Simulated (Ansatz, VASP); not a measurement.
Two plane-wave programs on KBr

```
CELL_PARAMETERS angstrom
3.30222 3.30222 0.00000
-3.30222 3.30222 0.00000
0.00000 3.30222 3.30222
ATOMIC_POSITIONS crystal
K 0.00000 0.00000 0.00000
Br 0.50000 0.50000 0.00000
```

Change from the starting cell: unstrained.

Alike in both runs: task single point; functional r2SCAN; k mesh 6 × 6 × 6; no spin polarisation.

```csv
,VASP,Ansatz
version,VASP 6.6.1,Ansatz 0.2.0
potentials or method,"VASP PAW PBE potentials, release 64 (K_sv, Br)","PAW with Ansatz's default frozen-core files, scalar-relativistic"
plane-wave cutoff (eV),520,500
occupations,"gaussian, width 0.01 eV",fixed
valence electrons in the cell,16,16
```

```csv
,VASP,Ansatz,Ansatz less VASP
gap on the k mesh at the Fermi level (eV),5.07,5.07,-0.002
pressure (GPa),0.0,0.0,0.00
```

VASP's potentials were made for PBE, not for r2SCAN.
